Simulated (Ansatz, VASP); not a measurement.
**CdSeS4: VASP beside Ansatz**

```
Cd Se S
1.0
     0.00000    4.18330    4.18330
     4.18330    0.00000    4.18330
     4.18330    4.18330    0.00000
Cd Se S
1 1 4
Cartesian
  6.2750 6.2750 6.2750
  0.0000 0.0000 0.0000
  3.1373 5.2293 5.2293
  3.1373 3.1373 3.1373
  5.2293 3.1373 5.2293
  5.2293 5.2293 3.1373
```

Change from the starting cell: species swapped into the GdYCo4 type (F-43m, No. 216).

Alike in both runs: task relaxation of cell and atoms; functional PBE; k mesh 4 × 4 × 4; occupations gaussian, width 0.1 eV; no spin polarisation.

|  | VASP | Ansatz |
| --- | --- | --- |
| version | VASP 6.6.1 | Ansatz 0.2.0 |
| potentials or method | VASP PAW PBE potentials, release 64 (Cd, Se, S), cutoff 600 eV | scalar-relativistic, plane waves, PAW |
| valence electrons in the cell | 42 | 60 |

|  | VASP | Ansatz | Ansatz less VASP |
| --- | --- | --- | --- |
| gap on the k mesh at the Fermi level, each at its own relaxed structure (eV) | none | none | - |
| relaxed volume (Å³/atom) | 20.34 | 20.26 | -0.081 |
| relaxed cell length with the largest relative difference (Å) | 5.568 | 5.560 | -0.0074 |

A gap of «none» marks a metal or a gap that the smearing closes. VASP's potentials hold 42 valence electrons a cell and Ansatz's 60, so a difference there can come from the potentials and not from the codes.

Noted on VASP's run: the volume moved by over 15 % at a fixed basis, so the end points are rough.
